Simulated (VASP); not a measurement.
Write the native input for VASP 6.6.1 that does the following.

```yaml
Task: relaxation of the atoms
Functional: PBE
Potentials_or_basis: VASP PAW PBE potentials, release 64 (Si, Ge_d)
Cutoff: 520 eV
k_mesh: 2 × 2 × 2
Occupations: gaussian, width 0.02 eV
Spin: no spin polarisation
Dipole_correction: no
Further_INCAR_settings: LREAL = Auto; ALGO = Normal; EDIFF = 1e-06; IBRION = 2; EDIFFG = -0.03; NSW = 80
```

The structure of Si16Ge (a cell with a defect) lies in POSCAR:

```
Si16Ge
1.0
    0.0000000000      5.4300000000      5.4300000000
    5.4300000000      0.0000000000      5.4300000000
    5.4300000000      5.4300000000      0.0000000000
Si Ge
16 1
Direct
    0.0000000000      0.0000000000      0.0000000000
    0.1250000000      0.1250000000      0.1250000000
    0.0000000000      0.0000000000      0.5000000000
    0.1250000000      0.1250000000      0.6250000000
    0.0000000000      0.5000000000      0.0000000000
    0.1250000000      0.6250000000      0.1250000000
    0.0000000000      0.5000000000      0.5000000000
    0.1250000000      0.6250000000      0.6250000000
    0.5000000000      0.0000000000      0.0000000000
    0.6250000000      0.1250000000      0.1250000000
    0.5000000000      0.0000000000      0.5000000000
    0.6250000000      0.1250000000      0.6250000000
    0.5000000000      0.5000000000      0.0000000000
    0.6250000000      0.6250000000      0.1250000000
    0.5000000000      0.5000000000      0.5000000000
    0.6250000000      0.6250000000      0.6250000000
    0.8149001500      0.5661288600      0.8105818400
```

One way to write it, as run:

INCAR

```
SYSTEM = Si16Ge
PREC     = Accurate       ! precision mode
ENCUT    = 520            ! plane-wave cutoff, eV
EDIFF    = 1E-6           ! SCF threshold, eV
ISMEAR   = 0              ! smearing method
SIGMA    = 0.02           ! smearing width, eV
LREAL    = Auto         
LASPH    = .True.         ! aspherical terms in the spheres
NELM     = 100            ! most SCF steps
ALGO     = Normal         ! electronic algorithm
ISIF     = 2              ! what is computed and relaxed
LWAVE    = .False.        ! write WAVECAR
LCHARG   = .False.        ! write CHGCAR
GGA      = PE             ! functional
IBRION   = 2              ! ionic algorithm
NSW      = 80             ! ionic steps
EDIFFG   = -0.03          ! ionic threshold
```

KPOINTS

```
Automatic mesh
0
Gamma
  2 2 2
  0 0 0
```

Potentials or basis: VASP PAW PBE potentials, release 64 (Si, Ge_d).

Launch:

```bash
$ cat potpaw_PBE.64/Si/POTCAR potpaw_PBE.64/Ge_d/POTCAR > POTCAR
$ mpirun -np 1 vasp_std > vasp.out
```

Results of the run:

```
Energy gained by relaxing    : 92.4 meV/atom
Ionic steps                  : 16
Pressure after relaxing      : 5.5 GPa
Largest force after relaxing : 0.026 eV/Å
Band gap on the k mesh       : 0.15 eV
```

Caveat: the k points lie up to 0.50 Å⁻¹ apart; semilocal functionals underestimate gaps, and a narrow one can read as zero.

Run time: 28 min on 1 thread of Oxide Virtual Turin-like Processor, on a shared host, peak memory 0.52 GiB.
